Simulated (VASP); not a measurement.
# S (I4/mmm) in VASP: notebook, part 2 of 2

VASP 6.6.1.

**3. Single point, PBEsol (strain -0.0300 x Voigt [0, 0, 1, 0, 0, 0])**

INCAR reads:

```
SYSTEM = S
PREC     = Accurate       ! precision mode
ENCUT    = 520            ! plane-wave cutoff, eV
EDIFF    = 1E-6           ! SCF threshold, eV
ISMEAR   = 0              ! smearing method
SIGMA    = 0.15           ! smearing width, eV
LREAL    = .False.        ! projectors in reciprocal space
LASPH    = .True.         ! aspherical terms in the spheres
NELM     = 100            ! most SCF steps
ALGO     = Normal         ! electronic algorithm
ISIF     = 2              ! what is computed and relaxed
LWAVE    = .False.        ! write WAVECAR
LCHARG   = .False.        ! write CHGCAR
GGA      = PS             ! functional
NBANDS   = 9              ! bands
```

KPOINTS reads:

```
regular mesh
0
Gamma
  20 20 20
  0 0 0
```

POSCAR reads:

```
S
1.0
    0.0000000000      1.9943503440      1.9345198337
    1.9943503440      0.0000000000      1.9345198337
    1.9943503440      1.9943503440      0.0000000000
S
1
Direct
    0.0000000000      0.0000000000      0.0000000000
```

Potentials or basis: VASP PAW PBE potentials, release 64 (S).

The run is started by

```
> cat potpaw_PBE.64/S/POTCAR > POTCAR
> mpirun -np 1 vasp_std > vasp.out
```

OUTCAR:

```text
SYSTEM = S
   PREC = Accurate
   ENCUT = 520
   EDIFF = 1E-6
   ISMEAR = 0
   LREAL = .False.
   LASPH = .True.
   NELM = 100
   ISIF = 2
   GGA = PS

 ion  position               nearest neighbor table
   1  0.000  0.000  0.000-

  LATTYP: Found a body centered tetragonal cell.
 ALAT       =     2.8204373046
 C/A-ratio  =     1.3717871555

  Lattice vectors:

 A1 = (   0.0000000000,  -1.9943503440,  -1.9345198337)
 A2 = (   0.0000000000,   1.9943503440,  -1.9345198337)
 A3 = (   1.9943503440,   0.0000000000,   1.9345198337)

Analysis of symmetry for initial positions (statically):
=====================================================================
 Subroutine PRICEL returns:
 Original cell was already a primitive cell.

 Routine SETGRP: Setting up the symmetry group for a
 body centered tetragonal supercell.

 Subroutine GETGRP returns: Found 16 space group operations
 (whereof 16 operations were pure point group operations)
 out of a pool of 16 trial point group operations.
[... 156 lines left out ...]
  ext. energy  EPLUGINS =         0.00000000
  ---------------------------------------------------
  free energy    TOTEN  =        -3.33951378 eV

  energy without entropy =       -3.33091034  energy(sigma->0) =       -3.33521206

 E-fermi :   7.8274     XC(G=0): -11.4438

 val. band max:        7.8272571513   @ k =   0.4000   0.0000   0.3000
 cond. band min:       7.8311248966   @ k =   0.3500   0.0000   0.3500
 fundamental gap:      0.0038677452
 Fermi energy:         7.8274491688

 k-point     1 :       0.0000    0.0000    0.0000
  band No.  band energies     occupation
      1      -9.2024      2.00000
      2      11.1911      0.00000
      3      11.1911      0.00000
      4      11.2046      0.00000
      5      19.8170      0.00000
      6      19.8170      0.00000
      7      20.2219      0.00000
      8      22.4896      0.00000
      9      24.9757      0.00000
[... 265 lines left out ...]
 k-point    24 :      -0.3500    0.0500    0.0000
  band No.  band energies     occupation
      1      -6.1375      2.00000
      2       2.2302      2.00000
      3       9.6595      0.00000
      4       9.9295      0.00000
      5      17.7822      0.00000
      6      19.3029      0.00000
      7      19.7408      0.00000
      8      25.8289      0.00000
      9      26.8771      0.00000

 [... further k-points ...]
[... 5 lines left out ...]
  --------------------------------------------------------------------------------------
  -------------------------------------------------------------------------------------
  Total       -0.1796591     -0.1796591     -0.4263717      0.0000000     -0.0000000      0.0000000
  in kB      -18.7048290    -18.7048290    -44.3907910      0.0000000     -0.0000000      0.0000000
  external PRESSURE =     -27.2668163 kB  Pullay stress =       0.0000000 kB

 VOLUME and BASIS-vectors are now :
 -----------------------------------------------------------------------------
  energy-cutoff  :      520.00
  volume of cell :       15.39
      direct lattice vectors                 reciprocal lattice vectors
     0.000000000  1.994350344  1.934519834    -0.250708208  0.250708208  0.258462070
     1.994350344  0.000000000  1.934519834     0.250708208 -0.250708208  0.258462070
     1.994350344  1.994350344  0.000000000     0.250708208  0.250708208 -0.258462070

 POSITION                                       TOTAL-FORCE (eV/Angst)
 -----------------------------------------------------------------------------------
      0.00000      0.00000      0.00000         0.000000      0.000000      0.000000
 -----------------------------------------------------------------------------------
    total drift:                                0.000000      0.000000      0.000000

  FREE ENERGIE OF THE ION-ELECTRON SYSTEM (eV)
  ---------------------------------------------------
  free  energy   TOTEN  =        -3.3395137751 eV

  energy  without entropy=       -3.3309103408  energy(sigma->0) =       -3.33521206
```

stdout:

```text
POSCAR found type information on POSCAR S
 POSCAR found :  1 types and       1 ions
 scaLAPACK will be used
 -----------------------------------------------------------------------------
|                                                                             |
|                                                                             |
|     You enforced a specific xc type in the INCAR file but a different       |
|     I HOPE YOU KNOW WHAT YOU ARE DOING!                                     |
|                                                                             |
 -----------------------------------------------------------------------------

 LDA part: xc-table for (Slater+PW92), standard interpolation
 POSCAR, INCAR and KPOINTS ok, starting setup
 FFT: planning ... GRIDC
 FFT: planning ... GRID_SOFT
 FFT: planning ... GRID
 WAVECAR not read
 entering main loop
```

It took 25 s on 1 thread of Intel Xeon Platinum 8488C (Sapphire Rapids), shared host; peak memory 0.19 GiB.

Results:

```yaml
Free_energy: -3.3395 eV
Pressure: -2.7 GPa
Band_gap_on_the_k_mesh: zero (bands 3 and 4 overlap by 6.23 eV)
```

Levels at points of the mesh, in eV from the Fermi level:
| k point | band 1 | band 2 | band 3 | band 4 | band 5 | band 6 | band 7 |
| --- | --- | --- | --- | --- | --- | --- | --- |
| (0.00, 0.00, 0.00) | -17.03 | 3.36 | 3.36 | 3.38 | 11.99 | 11.99 | 12.39 |
| (0.50, 0.00, 0.00) | -12.70 | -7.73 | 1.80 | 2.21 | 9.42 | 10.98 | 11.69 |
| (0.50, 0.50, 0.00) | -10.68 | -6.51 | -1.13 | -1.13 | 4.89 | 5.51 | 22.16 |
| (0.50, 0.00, 0.50) | -11.09 | -6.78 | -0.87 | -0.58 | 5.35 | 5.79 | 22.24 |

Caveat: the cell differs from its parent crystal (strain -0.0300 x Voigt [0, 0, 1, 0, 0, 0]); the PAW data sets were made with another functional, which shifts forces and pressure a little.

**4. Single point, PBEsol (strain -0.0200 x Voigt [0, 0, 1, 0, 0, 0])**

INCAR reads:

```
PREC     = Accurate       # precision mode
ENCUT    = 520            # plane-wave cutoff, eV
EDIFF    = 1E-6           # SCF threshold, eV
ISMEAR   = 0              # smearing method
SIGMA    = 0.15           # smearing width, eV
LREAL    = F              # projectors in reciprocal space
LASPH    = T              # aspherical terms in the spheres
NELM     = 60             # most SCF steps
ALGO     = Normal         # electronic algorithm
ISIF     = 2              # what is computed and relaxed
LWAVE    = F              # write WAVECAR
LCHARG   = F              # write CHGCAR
GGA      = PS             # functional
NBANDS   = 9              # bands
```

KPOINTS reads:

```
regular mesh
0
Gamma
  20 20 20
```

POSCAR reads:

```
S
1.0
    0.0000000000      1.9943503440      1.9544633371
    1.9943503440      0.0000000000      1.9544633371
    1.9943503440      1.9943503440      0.0000000000
S
1
Direct
    0.0000000000      0.0000000000      0.0000000000
```

The run is started by

```
> cat potpaw_PBE.64/S/POTCAR > POTCAR
> mpirun -np 1 vasp_std > vasp.out
```

Run time: 25 s. Hardware: 1 thread of Intel Xeon Platinum 8488C (Sapphire Rapids), shared host; peak memory 0.19 GiB.

It converged, with:

```
Free energy            : -3.3351 eV
Pressure               : -3.6 GPa
Band gap on the k mesh : zero (bands 3 and 4 overlap by 6.07 eV)
```

Stress tensor (GPa, compression positive):
```
-3.02  0.00  0.00
 0.00 -3.02  0.00
 0.00  0.00 -4.71
```

Levels at points of the mesh, in eV from the Fermi level:
| k point | band 1 | band 2 | band 3 | band 4 | band 5 | band 6 |
| --- | --- | --- | --- | --- | --- | --- |
| (0.00, 0.00, 0.00) | -16.92 | 3.31 | 3.31 | 3.32 | 12.03 | 12.03 |
| (0.50, 0.00, 0.00) | -12.66 | -7.64 | 1.84 | 2.11 | 9.42 | 11.10 |
| (0.50, 0.50, 0.00) | -10.77 | -6.49 | -1.03 | -1.03 | 5.02 | 5.62 |
| (0.50, 0.00, 0.50) | -11.03 | -6.66 | -0.86 | -0.66 | 5.32 | 5.80 |

Caveat: the cell differs from its parent crystal (strain -0.0200 x Voigt [0, 0, 1, 0, 0, 0]); the cell stands under tension; the PAW data sets were made with another functional, which shifts forces and pressure a little.

**5. Summary**

```tsv
cell	gap on the mesh (eV)	pressure (GPa)
a = 2.765, b = 2.765, c = 2.820 Å, angles 59.3, 59.3, 61.3°, 1 atom	none	-1.8
a = 2.778, b = 2.778, c = 2.820 Å, angles 59.5, 59.5, 61.0°, 1 atom	none	-2.7
a = 2.792, b = 2.792, c = 2.820 Å, angles 59.7, 59.7, 60.7°, 1 atom	none	-3.6
```

Alike in all rows: task single point; level PBEsol; potentials or basis VASP PAW PBE potentials, release 64 (S); no spin polarisation; k mesh 20 × 20 × 20; cutoff (eV) 520; smearing gaussian 0.15 eV.

Caveats: the PAW data sets were made with another functional, which shifts forces and pressure a little; the cell stands under tension (at least some runs).

Total energies depend on the potentials used, so only differences within one code and one set of settings carry meaning.
